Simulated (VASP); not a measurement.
A run of VASP 6.6.1 is set up as follows.

File INCAR:

```
SYSTEM = BN
PREC = Accurate
ENCUT = 520
EDIFF = 1E-8
ISMEAR = 0
SIGMA = 0.01
LREAL = .FALSE.
LASPH = .TRUE.
NELM = 100
ALGO = Normal
ISIF = 2
LWAVE = .FALSE.
LCHARG = .FALSE.
NBANDS = 16
IBRION = 8
NSW = 1
LEPSILON = .TRUE.
```

Contents of KPOINTS:

```
regular mesh
0
G
  12 12 6
  0 0 0
```

Contents of POSCAR:

```
BN
1.0
    2.4936667083      0.0000000000      0.0000000000
   -1.2468333541      2.1595787179      0.0000000000
    0.0000000000      0.0000000000      4.1274604547
B N
2 2
Direct
    0.6666666667      0.3333333333      0.9995635400
    0.3333333333      0.6666666667      0.4995635400
    0.6666666667      0.3333333333      0.6254364600
    0.3333333333      0.6666666667      0.1254364600
```

Potentials or basis: VASP PAW LDA potentials, release 64 (B, N).

Run with:

```sh
$ cat potpaw_LDA.64/B/POTCAR potpaw_LDA.64/N/POTCAR > POTCAR
$ mpirun -np 1 vasp_std > vasp.out
```

Q: Estimate the electronic dielectric tensor (diagonal).

A: 4.50, 4.50, 4.65.

Q: Predict the Born charges (mean of the diagonal).

A: B +1.82; N -1.82 e.

Q: Predict the highest phonon frequency at Γ, LO-TO splitting left out.

A: 1162 cm⁻¹.

Born effective charge tensors (e):
atom 1, B
```
1.79 0.00 0.00
0.00 1.79 0.00
0.00 0.00 1.88
```
atom 2, B
```
1.79 0.00 0.00
0.00 1.79 0.00
0.00 0.00 1.88
```
atom 3, N
```
-1.79  0.00  0.00
 0.00 -1.79  0.00
 0.00  0.00 -1.88
```
atom 4, N
```
-1.79  0.00  0.00
 0.00 -1.79  0.00
 0.00  0.00 -1.88
```

Caveat: the cell stands under pressure or tension, which shifts response properties.
